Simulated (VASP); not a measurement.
# InP (zincblende type) (F-43m) in VASP: density of states with PBEsol

Aim: the density of states of InP (zincblende type) with PBEsol.

Everything below comes from runs of VASP 6.6.1. Logs are shortened: lines on timing, memory, paths and dates and some standing lists are left out, and cuts for length are marked.

## Step 1: The cell of the first run

It takes space group F-43m (No. 216, cubic). The conventional cell has a = 5.879 Å, b = 5.879 Å, c = 5.879 Å, α = 90.00°, β = 90.00°, γ = 90.00°. In (site symmetry -43m) has 4 P at 2.55 Å within 3.4 Å. Within 3.4 Å of P (site symmetry -43m) lie 4 In at 2.55 Å.

## Step 2: Density of states, PBEsol

POSCAR

```
InP
1.0
    0.0000000000      2.9396615302      2.9396615302
    2.9396615302      0.0000000000      2.9396615302
    2.9396615302      2.9396615302      0.0000000000
In P
1 1
Direct
    0.0000000000      0.0000000000      0.0000000000
    0.2500000000      0.2500000000      0.2500000000
```

INCAR.step1

```
SYSTEM = InP
  ALGO = Normal
  EDIFF = 1E-7
  ENCUT = 520
  GGA = PS
  ISIF = 2
  ISMEAR = -1
  LASPH = .TRUE.
  LCHARG = .TRUE.
  LREAL = .FALSE.
  LWAVE = .FALSE.
  NBANDS = 16
  NELM = 60
  PREC = Accurate
  SIGMA = 0.1
```

KPOINTS.step1

```
k-points
0
G
  12 12 12
  0 0 0
```

INCAR.step2

```
SYSTEM = InP
  ALGO = Normal
  EDIFF = 1E-7
  ENCUT = 520
  GGA = PS
  ICHARG = 11
  ISIF = 2
  ISMEAR = -5
  LASPH = .TRUE.
  LCHARG = .FALSE.
  LORBIT = 11
  LREAL = .FALSE.
  LWAVE = .FALSE.
  NEDOS = 1001
  NELM = 60
  PREC = Accurate
  SIGMA = 0.1
```

KPOINTS.step2

```
k-points
0
G
  18 18 18
  0 0 0
```

Potentials or basis: VASP PAW PBE potentials, release 64 (In_d, P).

Run with:

```console
$ cat potpaw_PBE.64/In_d/POTCAR potpaw_PBE.64/P/POTCAR > POTCAR
$ cp INCAR.step1 INCAR
$ cp KPOINTS.step1 KPOINTS
$ mpirun -np 1 vasp_std > vasp.out
$ cp INCAR.step2 INCAR
$ cp KPOINTS.step2 KPOINTS
$ mpirun -np 1 vasp_std > vasp.out
```

OUTCAR:

```text
SYSTEM = InP
   EDIFF = 1E-7
   ENCUT = 520
   GGA = PS
   ICHARG = 11
   ISIF = 2
   ISMEAR = -5
   LASPH = .TRUE.
   LORBIT = 11
   LREAL = .FALSE.
   NELM = 60
   PREC = Accurate

 ion  position               nearest neighbor table
   1  0.000  0.000  0.000-   2 2.55   2 2.55   2 2.55   2 2.55
   2  0.250  0.250  0.250-   1 2.55   1 2.55   1 2.55   1 2.55

  LATTYP: Found a face centered cubic cell.
 ALAT       =     5.8793230604

  Lattice vectors:

 A1 = (   0.0000000000,   2.9396615302,   2.9396615302)
 A2 = (   2.9396615302,   0.0000000000,   2.9396615302)
 A3 = (   2.9396615302,   2.9396615302,   0.0000000000)

Analysis of symmetry for initial positions (statically):
=====================================================================
 Subroutine PRICEL returns:
 Original cell was already a primitive cell.

 Routine SETGRP: Setting up the symmetry group for a
 face centered cubic supercell.

 Subroutine GETGRP returns: Found 24 space group operations
 (whereof 24 operations were pure point group operations)
 out of a pool of 48 trial point group operations.

The static configuration has the point symmetry T_d .

Analysis of symmetry for dynamics (positions and initial velocities):
=====================================================================
 Subroutine PRICEL returns:
 Original cell was already a primitive cell.

 Routine SETGRP: Setting up the symmetry group for a
 face centered cubic supercell.

 Subroutine GETGRP returns: Found 24 space group operations
 (whereof 24 operations were pure point group operations)
 out of a pool of 48 trial point group operations.

The dynamic configuration has the point symmetry T_d .

 Subroutine INISYM returns: Found 24 space group operations
 (whereof 24 operations are pure point group operations),
 and found     1 'primitive' translations

----------------------------------------------------------------------------------------

                                     Primitive cell

  volume of cell :      50.8068

  direct lattice vectors                    reciprocal lattice vectors
     0.000000000  2.939661530  2.939661530    -0.170087609  0.170087609  0.170087609
     2.939661530  0.000000000  2.939661530     0.170087609 -0.170087609  0.170087609
     2.939661530  2.939661530  0.000000000     0.170087609  0.170087609 -0.170087609

  length of vectors
     4.157309205  4.157309205  4.157309205     0.294600380  0.294600380  0.294600380

  position of ions in fractional coordinates (direct lattice)
     0.000000000  0.000000000  0.000000000
     0.250000000  0.250000000  0.250000000

  ion indices of the primitive-cell ions
   primitive index   ion index
                 1           1
                 2           2

----------------------------------------------------------------------------------------

 KPOINTS: k-points

Automatic generation of k-mesh.
 Grid dimensions read from file:
 generate k-points for:   18   18   18

 Generating k-lattice:

  Cartesian coordinates                     Fractional coordinates (reciprocal lattice)
    -0.009449312  0.009449312  0.009449312     0.055555556  0.000000000  0.000000000
     0.009449312 -0.009449312  0.009449312     0.000000000  0.055555556  0.000000000
     0.009449312  0.009449312 -0.009449312     0.000000000  0.000000000  0.055555556

  Length of vectors
     0.016366688  0.016366688  0.016366688

  Shift w.r.t. Gamma in fractional coordinates (k-lattice)
     0.000000000  0.000000000  0.000000000

 TETIRR: Found    806 inequivalent tetrahedra from    34992

 Subroutine IBZKPT returns following result:
 ===========================================

 Found    195 irreducible k-points:

 Following reciprocal coordinates:
            Coordinates               Weight
  0.000000  0.000000  0.000000      1.000000
  0.055556  0.000000  0.000000      8.000000
  0.111111  0.000000  0.000000      8.000000
  0.166667  0.000000  0.000000      8.000000
  0.222222  0.000000  0.000000      8.000000
  0.277778  0.000000  0.000000      8.000000
[... 16 lines left out ...]
 -0.277778  0.055556  0.000000     24.000000
 -0.222222  0.055556  0.000000     24.000000
 [... further k-points ...]
   k-points           NKPTS =    195   k-points in BZ     NKDIM =    195   number of bands    NBANDS=     13
   number of dos      NEDOS =   1001   number of ions     NIONS =      2
   total plane-waves  NPLWV =  32768
   dimension x,y,z NGX =    32 NGY =   32 NGZ =   32
   dimension x,y,z NGXF=    64 NGYF=   64 NGZF=   64
   ions per type =               1   1
   NGX,Y,Z   is equivalent  to a cutoff of  12.80, 12.80, 12.80 a.u.
   NGXF,Y,Z  is equivalent  to a cutoff of  25.59, 25.59, 25.59 a.u.
 SYSTEM =  InP
   PREC   = accura    normal or accurate (medium, high low for compatibility)
   ISTART =      0    job   : 0-new  1-cont  2-samecut
   ICHARG =     11    charge: 1-file 2-atom 10-const
   ISPIN  =      1    spin polarized calculation?
   LNONCOLLINEAR =      F non collinear calculations
   LSORBIT =      F    spin-orbit coupling
   LASPH  =      T    aspherical Exc in radial PAW
   ENCUT  =  520.0 eV  38.22 Ry    6.18 a.u.   7.73  7.73  7.73*2*pi/ulx,y,z
   NELM   =     60;   NELMIN=  2; NELMDL=  0     # of ELM steps
   EDIFF  = 0.1E-06   stopping-criterion for ELM
   LREAL  =      F    real-space projection
   EDIFFG = 0.1E-05   stopping-criterion for IOM
   NSW    =      0    number of steps for IOM
   IBRION =     -1    ionic relax: 0-MD 1-quasi-New 2-CG
   NFREE  =      0    steps in history (QN), initial steepest desc. (CG)
   ISIF   =      2    stress and relaxation
   ISYM   =      2    0-nonsym 1-usesym 2-fastsym
   POTIM  = 0.5000    time-step for ionic-motion
   TEBEG  =    0.0;   TEEND  =   0.0 temperature during run
   PSTRESS=    0.0 pullay stress
   NELECT =      18.0000    total number of electrons
   NUPDOWN=      -1.0000    fix difference up-down
   EMIN   =  10.00;   EMAX   =-10.00  energy-range for DOS
   EFERMI =   0.00;   METHOD = LEGACY
   ISMEAR =    -5;   SIGMA  =   0.10  broadening in eV -4-tet -1-fermi 0-gaus
   EFERMI_NEDOS =   21; number of points for ismear=-14 and -15
   IALGO  =     38    algorithm
   IMIX   =      4    mixing-type and parameters
     AMIX     =   0.40;   BMIX     =  1.00
     AMIX_MAG =   1.60;   BMIX_MAG =  1.00
  volume/ion in A,a.u.               =      25.40       171.43
  Fermi-wavevector in a.u.,A,eV,Ry     =   1.158399  2.189058 18.257512  1.341889
  Thomas-Fermi vector in A             =   2.295002
   LORBIT       =     11    0 simple, 1 ext, 2 COOP (PROOUT), +10 PAW based schemes
   GGA     = PS    functional components
   LHFCALC =     F    Hartree Fock is set to
   AEXX    =    0.0000 exact exchange contribution
   IVDW    =     0    specifies the selected vdW correction
   LEPSILON=     F    determine dielectric tensor
   LRPA    =     F    only Hartree local field effects (RPA)
 non-spin polarized calculation
 Fermi weights with tetrahedron method with Bloechl corrections
  energy-cutoff  :      520.00
  volume of cell :       50.81
 maximum number of plane-waves:      1384

 number of electron      18.0000007 magnetization

 Free energy of the ion-electron system (eV)
  ---------------------------------------------------
  ext. energy  EPLUGINS =         0.00000000
  ---------------------------------------------------
  free energy    TOTEN  =        -9.15765120 eV

  energy without entropy =       -9.15765120  energy(sigma->0) =       -9.15765120

 E-fermi :   4.9990     XC(G=0):  -9.4382

 val. band max:        4.9881035094   @ k =   0.0000   0.0000   0.0000
 cond. band min:       5.5535130959   @ k =   0.0000   0.0000   0.0000
 fundamental gap:      0.5654095865
 Fermi energy:         4.9990480753

 k-point     1 :       0.0000    0.0000    0.0000
  band No.  band energies     occupation
      1      -9.1410      2.00000
      2      -9.1410      2.00000
      3      -9.1410      2.00000
      4      -8.9886      2.00000
      5      -8.9886      2.00000
      6      -6.4953      2.00000
      7       4.9881      2.00000
      8       4.9881      2.00000
      9       4.9881      2.00000
     10       5.5535      0.00000
     11       9.0059      0.00000
     12       9.0059      0.00000
     13       9.0059      0.00000

 k-point     2 :       0.0556    0.0000    0.0000
  band No.  band energies     occupation
      1      -9.1449      2.00000
      2      -9.1394      2.00000
      3      -9.1394      2.00000
      4      -8.9887      2.00000
      5      -8.9887      2.00000
      6      -6.4598      2.00000
      7       4.4378      2.00000
      8       4.9474      2.00000
      9       4.9474      2.00000
     10       5.9937      0.00000
     11       9.0075      0.00000
     12       9.0676      0.00000
     13       9.0676      0.00000

 k-point     3 :       0.1111    0.0000    0.0000
  band No.  band energies     occupation
      1      -9.1560      2.00000
      2      -9.1351      2.00000
      3      -9.1351      2.00000
      4      -8.9886      2.00000
      5      -8.9886      2.00000
      6      -6.3545      2.00000
      7       3.6239      2.00000
      8       4.8369      2.00000
      9       4.8369      2.00000
     10       6.4523      0.00000
     11       9.0900      0.00000
     12       9.2322      0.00000
     13       9.2322      0.00000
[... 305 lines left out ...]
 k-point    23 :      -0.2778    0.0556    0.0000
  band No.  band energies     occupation
      1      -9.2210      2.00000
      2      -9.1124      2.00000
      3      -9.1098      2.00000
      4      -8.9878      2.00000
      5      -8.9812      2.00000
      6      -5.5530      2.00000
      7       0.8725      2.00000
      8       3.9582      2.00000
      9       4.3869      2.00000
     10       6.8107      0.00000
     11       9.7167      0.00000
     12       9.7931      0.00000
     13      10.6629      0.00000

 k-point    24 :      -0.2222    0.0556    0.0000
  band No.  band energies     occupation
      1      -9.2018      2.00000
      2      -9.1193      2.00000
      3      -9.1156      2.00000
      4      -8.9900      2.00000
      5      -8.9835      2.00000
      6      -5.8384      2.00000
      7       1.6388      2.00000
      8       4.1129      2.00000
      9       4.5584      2.00000
     10       6.8889      0.00000
     11       9.6007      0.00000
     12       9.6220      0.00000
     13      10.1919      0.00000

 [... further k-points ...]
[... 5 lines left out ...]
  --------------------------------------------------------------------------------------
  -------------------------------------------------------------------------------------
  Total       -0.0104596     -0.0104596     -0.0104596      0.0000000      0.0000000     -0.0000000
  in kB       -0.3298404     -0.3298404     -0.3298404      0.0000000      0.0000000     -0.0000000
  external PRESSURE =      -0.3298404 kB  Pullay stress =       0.0000000 kB

 VOLUME and BASIS-vectors are now :
 -----------------------------------------------------------------------------
  energy-cutoff  :      520.00
  volume of cell :       50.81
      direct lattice vectors                 reciprocal lattice vectors
     0.000000000  2.939661530  2.939661530    -0.170087609  0.170087609  0.170087609
     2.939661530  0.000000000  2.939661530     0.170087609 -0.170087609  0.170087609
     2.939661530  2.939661530  0.000000000     0.170087609  0.170087609 -0.170087609

 POSITION                                       TOTAL-FORCE (eV/Angst)
 -----------------------------------------------------------------------------------
      0.00000      0.00000      0.00000        -0.000000     -0.000000     -0.000000
      1.46983      1.46983      1.46983         0.000000      0.000000      0.000000
 -----------------------------------------------------------------------------------
    total drift:                               -0.000000     -0.000000     -0.000000

  FREE ENERGIE OF THE ION-ELECTRON SYSTEM (eV)
  ---------------------------------------------------
  free  energy   TOTEN  =        -9.1576511957 eV

  energy  without entropy=       -9.1576511957  energy(sigma->0) =       -9.15765120

 total charge

# of ion       s       p       d       tot
------------------------------------------
    1        0.830   0.766   9.899  11.495
    2        1.029   1.472   0.000   2.501
--------------------------------------------------
tot          1.859   2.238   9.899  13.996
```

Wall time 58 s (1 thread of Intel Xeon 6975P-C (Granite Rapids), shared host); peak memory 0.27 GiB.

What came out:

- Valence electrons inside the program's atomic spheres: In 11.49; P 2.50

Caveat: the PAW data sets were made with another functional, which shifts forces and pressure a little; spin-orbit coupling is left out, which moves the levels of the heavy elements.
